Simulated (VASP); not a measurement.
# ZnO (CsCl type) (Pm-3m) in VASP: a series of runs

ZnO (CsCl type) is run at these levels: PBE; tasks: single point, relaxation of cell and atoms.

Program: VASP 6.6.1. These are calculated values, not measurements. Logs are shortened: lines on timing, memory, paths and dates and some standing lists are left out, and cuts for length are marked.

## 1. The cell of the first run

The structure is cubic, space group Pm-3m (No. 221). Conventional cell: a = 2.556 Å, b = 2.556 Å, c = 2.556 Å, α = 90.00°, β = 90.00°, γ = 90.00°. Within 2.9 Å of Zn (site symmetry m-3m) lie 8 O at 2.21 Å and 6 Zn at 2.56 Å. O (site symmetry m-3m) has 8 Zn at 2.21 Å and 6 O at 2.56 Å within 2.9 Å.

## 2. Single point, PBE

The input, INCAR:

```
SYSTEM = ZnO
  PREC = Accurate
  ENCUT = 520
  EDIFF = 1E-6
  ISMEAR = -1
  SIGMA = 0.05
  LREAL = .False.
  LASPH = .True.
  NELM = 100
  ALGO = Normal
  ISIF = 2
  LWAVE = .False.
  LCHARG = .True.
  GGA = PE
  LELF = .True.
  LVHAR = .True.
  NBANDS = 16
```

The input, KPOINTS:

```
Automatic mesh
0
Gamma
  15 15 15
  0 0 0
```

The input, POSCAR:

```
ZnO
1.0
    2.5560634222      0.0000000000      0.0000000000
    0.0000000000      2.5560634222      0.0000000000
    0.0000000000      0.0000000000      2.5560634222
Zn O
1 1
Direct
    0.0000000000      0.0000000000      0.0000000000
    0.5000000000      0.5000000000      0.5000000000
```

Potentials or basis: VASP PAW PBE potentials, release 64 (Zn, O).

On the command line:

```
$ cat potpaw_PBE.64/Zn/POTCAR potpaw_PBE.64/O/POTCAR > POTCAR
$ mpirun -np 1 vasp_std > vasp.out
```

OUTCAR:

```text
SYSTEM = ZnO
   PREC = Accurate
   ENCUT = 520
   EDIFF = 1E-6
   ISMEAR = -1
   LREAL = .False.
   LASPH = .True.
   NELM = 100
   ISIF = 2
   GGA = PE

 ion  position               nearest neighbor table
   1  0.000  0.000  0.000-   2 2.21   2 2.21   2 2.21   2 2.21   2 2.21   2 2.21   2 2.21   2 2.21

   2  0.500  0.500  0.500-   1 2.21   1 2.21   1 2.21   1 2.21   1 2.21   1 2.21   1 2.21   1 2.21

  LATTYP: Found a simple cubic cell.
 ALAT       =     2.5560634222

  Lattice vectors:

 A1 = (   2.5560634222,   0.0000000000,   0.0000000000)
 A2 = (   0.0000000000,   2.5560634222,   0.0000000000)
 A3 = (   0.0000000000,   0.0000000000,   2.5560634222)

Analysis of symmetry for initial positions (statically):
=====================================================================
 Subroutine PRICEL returns:
 Original cell was already a primitive cell.

 Routine SETGRP: Setting up the symmetry group for a
 simple cubic supercell.

 Subroutine GETGRP returns: Found 48 space group operations
 (whereof 48 operations were pure point group operations)
 out of a pool of 48 trial point group operations.

The static configuration has the point symmetry O_h .

Analysis of symmetry for dynamics (positions and initial velocities):
=====================================================================
 Subroutine PRICEL returns:
 Original cell was already a primitive cell.

 Routine SETGRP: Setting up the symmetry group for a
 simple cubic supercell.

 Subroutine GETGRP returns: Found 48 space group operations
 (whereof 48 operations were pure point group operations)
 out of a pool of 48 trial point group operations.

The dynamic configuration has the point symmetry O_h .

 Subroutine INISYM returns: Found 48 space group operations
 (whereof 48 operations are pure point group operations),
 and found     1 'primitive' translations

----------------------------------------------------------------------------------------

                                     Primitive cell

  volume of cell :      16.6999

  direct lattice vectors                    reciprocal lattice vectors
     2.556063422  0.000000000  0.000000000     0.391226599  0.000000000  0.000000000
     0.000000000  2.556063422  0.000000000     0.000000000  0.391226599  0.000000000
     0.000000000  0.000000000  2.556063422     0.000000000  0.000000000  0.391226599

  length of vectors
     2.556063422  2.556063422  2.556063422     0.391226599  0.391226599  0.391226599

  position of ions in fractional coordinates (direct lattice)
     0.000000000  0.000000000  0.000000000
     0.500000000  0.500000000  0.500000000

[... 77 lines left out ...]
   LREAL  =      F    real-space projection
   EDIFFG = 0.1E-04   stopping-criterion for IOM
   NSW    =      0    number of steps for IOM
   IBRION =     -1    ionic relax: 0-MD 1-quasi-New 2-CG
   NFREE  =      0    steps in history (QN), initial steepest desc. (CG)
   ISIF   =      2    stress and relaxation
   ISYM   =      2    0-nonsym 1-usesym 2-fastsym
   POTIM  = 0.5000    time-step for ionic-motion
   TEBEG  =    0.0;   TEEND  =   0.0 temperature during run
   PSTRESS=    0.0 pullay stress
   NELECT =      18.0000    total number of electrons
   NUPDOWN=      -1.0000    fix difference up-down
   EMIN   =  10.00;   EMAX   =-10.00  energy-range for DOS
   EFERMI =   0.00;   METHOD = LEGACY
   ISMEAR =    -1;   SIGMA  =   0.05  broadening in eV -4-tet -1-fermi 0-gaus
   EFERMI_NEDOS =   21; number of points for ismear=-14 and -15
   IALGO  =     38    algorithm
   IMIX   =      4    mixing-type and parameters
     AMIX     =   0.40;   BMIX     =  1.00
     AMIX_MAG =   1.60;   BMIX_MAG =  1.00
  volume/ion in A,a.u.               =       8.35        56.35
  Fermi-wavevector in a.u.,A,eV,Ry     =   1.678523  3.171949 38.333605  2.817440
  Thomas-Fermi vector in A             =   2.762597
   LORBIT       =      0    0 simple, 1 ext, 2 COOP (PROOUT), +10 PAW based schemes
   GGA     = PE    functional components
   LHFCALC =     F    Hartree Fock is set to
   AEXX    =    0.0000 exact exchange contribution
   IVDW    =     0    specifies the selected vdW correction
   LEPSILON=     F    determine dielectric tensor
   LRPA    =     F    only Hartree local field effects (RPA)
 non-spin polarized calculation
  energy-cutoff  :      520.00
  volume of cell :       16.70
 maximum number of plane-waves:       466
 NGX is ok and might be reduce to    20
   NGX =  9   NGY =  9   NGZ =  9

 number of electron      17.9999994 magnetization

 Free energy of the ion-electron system (eV)
  ---------------------------------------------------
  ext. energy  EPLUGINS =         0.00000000
  ---------------------------------------------------
  free energy    TOTEN  =        -7.22056813 eV

  energy without entropy =       -7.22038677  energy(sigma->0) =       -7.22047745

 E-fermi :   4.8731     XC(G=0): -13.3864

 val. band max:        4.7163417255   @ k =   0.0000   0.0000   0.0000
 cond. band min:       5.3043423679   @ k =   0.0667   0.0000   0.0000
 fundamental gap:      0.5880006425
 Fermi energy:         4.8730739992

 k-point     1 :       0.0000    0.0000    0.0000
  band No.  band energies     occupation
      1     -15.1523      2.00000
      2      -2.1993      2.00000
      3      -2.1993      2.00000
      4      -0.7231      2.00000
      5      -0.7231      2.00000
      6      -0.7231      2.00000
[... 433 lines left out ...]
      3      -1.9176      2.00000
      4      -1.4981      2.00000
      5      -1.2962      2.00000
      6      -0.8551      2.00000
[... 8 lines left out ...]
     15      29.6693      0.00000
     16      31.9466      0.00000

 [... further k-points ...]

------------------------ aborting loop because EDIFF is reached ----------------------------------------

  FORCE on cell =-STRESS in cart. coord.  units (eV):
  Direction    XX          YY          ZZ          XY          YZ          ZX
  --------------------------------------------------------------------------------------
  -------------------------------------------------------------------------------------
  Total        3.6983296      3.6983296      3.6983296      0.0000000     -0.0000000      0.0000000
  in kB      354.8144703    354.8144703    354.8144703      0.0000000     -0.0000000      0.0000000
  external PRESSURE =     354.8144703 kB  Pullay stress =       0.0000000 kB

 VOLUME and BASIS-vectors are now :
 -----------------------------------------------------------------------------
  energy-cutoff  :      520.00
  volume of cell :       16.70
      direct lattice vectors                 reciprocal lattice vectors
     2.556063422  0.000000000  0.000000000     0.391226599  0.000000000  0.000000000
     0.000000000  2.556063422  0.000000000     0.000000000  0.391226599  0.000000000
     0.000000000  0.000000000  2.556063422     0.000000000  0.000000000  0.391226599

 POSITION                                       TOTAL-FORCE (eV/Angst)
 -----------------------------------------------------------------------------------
      0.00000      0.00000      0.00000         0.000000      0.000000      0.000000
      1.27803      1.27803      1.27803         0.000000      0.000000      0.000000
 -----------------------------------------------------------------------------------
    total drift:                                0.000000      0.000000      0.000000

  FREE ENERGIE OF THE ION-ELECTRON SYSTEM (eV)
  ---------------------------------------------------
  free  energy   TOTEN  =        -7.2205681272 eV

  energy  without entropy=       -7.2203867702  energy(sigma->0) =       -7.22047745
```

Run time: 19 s. Hardware: 1 thread of Intel Xeon 6975P-C, shared host; peak memory 0.15 GiB.

What came out:

```
Free energy : -7.2206 eV
Pressure    : 35.5 GPa
```

Levels at points of the mesh, in eV from the Fermi level:
| k point | band 6 | band 7 | band 8 | band 9 | band 10 | band 11 | band 12 | band 13 |
| --- | --- | --- | --- | --- | --- | --- | --- | --- |
| (0.00, 0.00, 0.00) | -5.60 | -1.77 | -1.77 | -1.77 | -0.16 | 14.68 | 14.68 | 19.31 |

## 3. Single point, PBE

The input, INCAR:

```
SYSTEM = ZnO
ALGO = Normal ; EDIFF = 1E-7
ENCUT = 520 ; GGA = PE
ISIF = 2 ; ISMEAR = -1
LASPH = .True. ; LCHARG = .False.
LREAL = .False. ; LWAVE = .False.
NBANDS = 16 ; NELM = 60
PREC = Accurate ; SIGMA = 0.05
```

The input, KPOINTS:

```
k-points
0
Gamma
  15 15 15
  0 0 0
```

The input, POSCAR:

```
ZnO
1.0
    2.5557204440      0.0000000000      0.0000000000
    0.0000000000      2.5557204440      0.0000000000
    0.0000000000      0.0000000000      2.5557204440
Zn O
1 1
Direct
    0.0000000000      0.0000000000      0.0000000000
    0.5000000000      0.5000000000      0.5000000000
```

Potentials or basis: VASP PAW PBE potentials, release 64 (Zn, O).

On the command line:

```
$ cat potpaw_PBE.64/Zn/POTCAR potpaw_PBE.64/O/POTCAR > POTCAR
$ mpirun -np 1 vasp_std > vasp.out
```

Wall time 20 s (1 thread of Intel Xeon 6975P-C, shared host); peak memory 0.15 GiB.

The run converged. Its results:

```yaml
Free_energy: -7.2190 eV
Pressure: 35.6 GPa
```

Levels at points of the mesh, in eV from the Fermi level:
| k point | band 7 | band 8 | band 9 | band 10 | band 11 | band 12 |
| --- | --- | --- | --- | --- | --- | --- |
| (0.00, 0.00, 0.00) | -1.78 | -1.78 | -1.78 | -0.15 | 14.68 | 14.68 |

## 4. Relaxation of cell and atoms, PBE, target pressure 34 GPa, at which the enthalpy is minimised

The input, INCAR:

```
ALGO = Normal ; EDIFF = 1E-7
EDIFFG = -0.005 ; ENCUT = 600
GGA = PE ; IBRION = 2
ISIF = 3 ; ISMEAR = -1
LASPH = True ; LCHARG = False
LREAL = False ; LWAVE = False
NELM = 80 ; NSW = 60
PREC = Accurate ; PSTRESS = 340.0
SIGMA = 0.05
```

The input, KPOINTS:

```
k-points
0
Gamma
  15 15 15
```

The input, POSCAR:

```
ZnO
1.0
    2.5563709352      0.0000000000      0.0000000000
    0.0000000000      2.5563709352      0.0000000000
    0.0000000000      0.0000000000      2.5563709352
Zn O
1 1
Direct
    0.0000000000      0.0000000000      0.0000000000
    0.5000000000      0.5000000000      0.5000000000
```

On the command line:

```
$ cat potpaw_PBE.64/Zn/POTCAR potpaw_PBE.64/O/POTCAR > POTCAR
$ mpirun -np 1 vasp_std > vasp.out
```

It took 38 s on 1 thread of Intel Xeon 6975P-C, shared host; peak memory 0.15 GiB.

The run converged. Its results:

- Free energy: -7.2372 eV
- Relaxed volume: 8.38 Å³/atom
- Relaxed cell: a = 2.559 Å, b = 2.559 Å, c = 2.559 Å, α = 90.00°, β = 90.00°, γ = 90.00°
- Space group after relaxing (to 0.05 Å): Pm-3m (No. 221)
- Energy change on relaxing (the enthalpy is what falls): -6.6 meV/atom
- Ionic steps: 3
- Pressure after relaxing: 34.0 GPa

Step by step:
```csv
step,energy change (eV),largest force (eV/Å),pressure (GPa),volume (Å³)
1,0.0000,0.0000,35.14,16.71
2,-0.0303,0.0000,32.55,16.85
3,-0.0131,0.0000,33.99,16.77
```

Final structure:
```
CELL_PARAMETERS angstrom
2.55947 0.00000 0.00000
0.00000 2.55947 0.00000
0.00000 0.00000 2.55947
ATOMIC_POSITIONS crystal
Zn 0.00000 0.00000 0.00000
O 0.50000 0.50000 0.50000
```

Levels at points of the mesh, in eV from the Fermi level:
| k point | band 6 | band 7 | band 8 | band 9 | band 10 | band 11 | band 12 | band 13 |
| --- | --- | --- | --- | --- | --- | --- | --- | --- |
| (0.00, 0.00, 0.00) | -5.59 | -1.76 | -1.76 | -1.76 | -0.18 | 14.66 | 14.66 | 19.25 |

Caveat: the cell is relaxed towards a set pressure, so the enthalpy falls and the energy may rise.

## 5. Relaxation of cell and atoms, PBE, target pressure 34 GPa, at which the enthalpy is minimised

The input, INCAR:

```
ALGO = Normal
EDIFF = 1E-6
EDIFFG = -0.005
ENCUT = 600
GGA = PE
IBRION = 2
ISIF = 3
ISMEAR = -1
LASPH = True
LCHARG = False
LREAL = False
LWAVE = False
NELM = 60
NSW = 32
PREC = Accurate
PSTRESS = 340.0
SIGMA = 0.05
```

KPOINTS is that of step 4.

The input, POSCAR:

```
ZnO
1.0
    2.5560634222      0.0000000000      0.0000000000
    0.0000000000      2.5560634222      0.0000000000
    0.0000000000      0.0000000000      2.5560634222
Zn O
1 1
Direct
    0.0000000000      0.0000000000      0.0000000000
    0.5000000000      0.5000000000      0.5000000000
```

On the command line:

```
$ cat potpaw_PBE.64/Zn/POTCAR potpaw_PBE.64/O/POTCAR > POTCAR
$ mpirun -np 1 vasp_std > vasp.out
```

Run time: 37 s. Hardware: 1 thread of Intel Xeon 6975P-C, shared host; peak memory 0.15 GiB.

Results (log left out):

```
Free energy                                            : -7.2370 eV
Relaxed volume                                         : 8.38 Å³/atom
Relaxed cell                                           : a = 2.559 Å, b = 2.559 Å, c = 2.559 Å, α = 90.00°, β = 90.00°, γ = 90.00°
Space group after relaxing (to 0.05 Å)                 : Pm-3m (No. 221)
Energy change on relaxing (the enthalpy is what falls) : -7.2 meV/atom
Ionic steps                                            : 3
Pressure after relaxing                                : 34.0 GPa
```

The path:
```tsv
step	energy change (eV)	largest force (eV/Å)	pressure (GPa)	volume (Å³)
1	0.0000	0.0000	35.25	16.70
2	-0.0334	0.0000	32.42	16.86
3	-0.0143	0.0000	33.99	16.77
```

Final structure:
```
Zn O
1.0
     2.55944    0.00000    0.00000
     0.00000    2.55944    0.00000
     0.00000    0.00000    2.55944
Zn O
1 1
Direct
  0.00000 0.00000 0.00000
  0.50000 0.50000 0.50000
```

Levels at points of the mesh, in eV from the Fermi level:
| k point | band 7 | band 8 | band 9 | band 10 | band 11 | band 12 |
| --- | --- | --- | --- | --- | --- | --- |
| (0.00, 0.00, 0.00) | -1.76 | -1.76 | -1.76 | -0.18 | 14.66 | 14.66 |

Caveat: the cell is relaxed towards a set pressure, so the enthalpy falls and the energy may rise.
